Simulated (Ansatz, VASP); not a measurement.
# Two plane-wave programs on KCl

The input POSCAR:

```
KCl
1.0
    0.0000000000      3.1350992923      3.1350992923
    3.1350992923      0.0000000000      3.1350992923
    3.1350992923      3.1350992923      0.0000000000
K Cl
1 1
Direct
    0.0000000000      0.0000000000      0.0000000000
    0.5000000000      0.5000000000      0.5000000000
```

The input INCAR.step1:

```
  PREC = Accurate
  ENCUT = 520
  ISMEAR = 0
  SIGMA = 0.01
  LREAL = F
  LASPH = T
  NELM = 100
  NBANDS = 15
  GGA = PE
  ALGO = Normal
  EDIFF = 1E-4
  LWAVE = T
  LCHARG = F
```

Contents of INCAR.step2:

```
  PREC = Accurate
  ENCUT = 520
  EDIFF = 1E-6
  ISMEAR = 0
  SIGMA = 0.01
  LREAL = F
  LASPH = T
  NELM = 100
  ALGO = Normal
  ISIF = 2
  LWAVE = F
  LCHARG = F
  METAGGA = R2SCAN
  LMIXTAU = T
  NBANDS = 15
  ISTART = 1
```

File KPOINTS:

```
regular mesh
0
Gamma
  8 8 8
```

Input for Ansatz:

```yaml
crystal:
  lattice:
    - [0.0, 3.1350992923, 3.1350992923]
    - [3.1350992923, 0.0, 3.1350992923]
    - [3.1350992923, 3.1350992923, 0.0]
  atoms:
    - { symbol: K, position: [0.0, 0.0, 0.0] }
    - { symbol: Cl, position: [0.5, 0.5, 0.5] }
kpoints:
  mp_grid: { grid: [8, 8, 8] }
  band_path:
    path:
      - [0.0, 0.0, 0.0]
      - [0.5, 0.0, 0.5]
      - [0.625, 0.25, 0.625]
      - [0.375, 0.375, 0.75]
      - [0.5, 0.5, 0.5]
      - [0.5, 0.25, 0.75]
    npoints: 1
hamiltonian:
  xc: r2scan
scf:
  occupations: { method: fixed }
  n_extra_bands: 4
output:
  forces: true
  stress: true
  eigenvalues: true
```

Change from the starting cell: hydrostatic strain -0.3%.

Alike in both runs: task single point; functional r2SCAN; k mesh 8 × 8 × 8; no spin polarisation.

|  | VASP | Ansatz |
| --- | --- | --- |
| version | VASP 6.6.1 | Ansatz 0.2.0 |
| potentials or method | VASP PAW PBE potentials, release 64 (K_sv, Cl) | plane waves, PAW |
| plane-wave cutoff (eV) | 520 | 500 |
| occupations | gaussian, width 0.01 eV | fixed |
| valence electrons in the cell | 16 | 16 |

```csv
,VASP,Ansatz,Ansatz less VASP
gap on the k mesh at the Fermi level (eV),5.87,5.86,-0.004
pressure (GPa),0.2,0.2,+0.03
```

VASP's potentials were made for PBE, not for r2SCAN.
